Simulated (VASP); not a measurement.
A run of VASP 6.6.1 is set up as follows.

File POSCAR:

```
AgCl
1.0
    0.0000000000      2.8078143750      2.8078143750
    2.7731500000      0.0346643750      2.7731500000
    2.7731500000      2.7731500000      0.0346643750
Ag Cl
1 1
Direct
    0.5000000000      0.5000000000      0.5000000000
    0.0000000000      0.0000000000      0.0000000000
```

The input INCAR.step1:

```
SYSTEM = AgCl
PREC = Accurate ; ENCUT = 550
ISMEAR = 0 ; SIGMA = 0.05
LREAL = .False. ; LASPH = .True.
NELM = 120 ; NBANDS = 16
GGA = PE ; ALGO = Normal
EDIFF = 1E-5 ; LWAVE = .True.
LCHARG = .False. ; GGA_COMPAT = .False.
```

The input INCAR.step2:

```
SYSTEM = AgCl
PREC = Accurate ; ENCUT = 550
EDIFF = 1E-6 ; ISMEAR = 0
SIGMA = 0.05 ; LREAL = .False.
LASPH = .True. ; NELM = 120
ALGO = Normal ; ISIF = 2
LWAVE = .False. ; LCHARG = .False.
METAGGA = R2SCAN ; LMIXTAU = .True.
NBANDS = 16 ; ISTART = 1
GGA_COMPAT = .False.
```

KPOINTS

```
regular mesh
0
Gamma
  8 8 8
  0 0 0
```

Potentials or basis: VASP PAW PBE potentials, release 64 (Ag, Cl).

Run with:

```console
$ cat potpaw_PBE.64/Ag/POTCAR potpaw_PBE.64/Cl/POTCAR > POTCAR
$ cp INCAR.step1 INCAR
$ mpirun -np 1 vasp_std > vasp.out
$ cp INCAR.step2 INCAR
$ mpirun -np 1 vasp_std > vasp.out
```

Question: Predict the pressure.

Answer: -0.1 GPa.

Question: Estimate the band gap on the k mesh.

Answer: 1.40 eV, indirect (least direct gap 3.68 eV).

Stress tensor (GPa, compression positive):
```
-0.11  0.00  0.00
 0.00 -0.11 -0.14
 0.00 -0.14 -0.11
```

Caveat: the cell differs from its parent crystal (strain +0.0250 x Voigt [0, 0, 0, 1, 0, 0]); the PAW data sets were made with another functional, which shifts forces and pressure a little. A k mesh can miss the band edges.
